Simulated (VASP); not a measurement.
A run of VASP 6.6.1 is set up as follows.

The input INCAR:

```
SYSTEM = Co
PREC = Accurate
ENCUT = 510
EDIFF = 1E-6
ISMEAR = -1
SIGMA = 0.05
LREAL = .False.
LASPH = .True.
NELM = 200
ALGO = Normal
ISIF = 2
LWAVE = .False.
LCHARG = .False.
ISPIN = 2
MAGMOM = 2 2 2 2 2
LORBIT = 11
LMAXMIX = 4
LDIPOL = .True.
IDIPOL = 3
DIPOL = 0.5 0.5 0.495
GGA = PS
NBANDS = 54
GGA_COMPAT = .False.
NELMDL = -8
```

KPOINTS

```
Automatic mesh
0
Gamma
  12 12 1
  0 0 0
```

The input POSCAR:

```
Co
1.0
    2.5190008694      0.0000000000      0.0000000000
   -1.2595004347      2.1815187451      0.0000000000
    0.0000000000      0.0000000000     23.1820000000
Co
5
Direct
    0.3333333333      0.6666666667      0.3235268743
    0.6666666667      0.3333333333      0.4117634371
    0.3333333333      0.6666666667      0.4957776881
    0.6666666667      0.3333333333      0.5810662824
    0.3333333333      0.6666666667      0.6627694755
```

Potentials or basis: VASP PAW PBE potentials, release 64 (Co_sv).

Command:

```bash
$ cat potpaw_PBE.64/Co_sv/POTCAR > POTCAR
$ mpirun -np 1 vasp_std > vasp.out
```

Predict the site moments.

Co +1.81, +1.74, +1.68, +1.72, +1.77 μB.

Estimate the net moment.

8.52 μB per cell.

What does it give for the largest force?

0.791 eV/Å.

Forces in eV/Å, atoms in the order of the input:
```
Co   0.000  0.000  0.789
Co   0.000  0.000 -0.791
Co   0.000  0.000  0.002
Co   0.000  0.000  0.001
Co   0.000  0.000 -0.001
```

Caveat: the PAW data sets were made with another functional, which shifts forces and pressure a little.
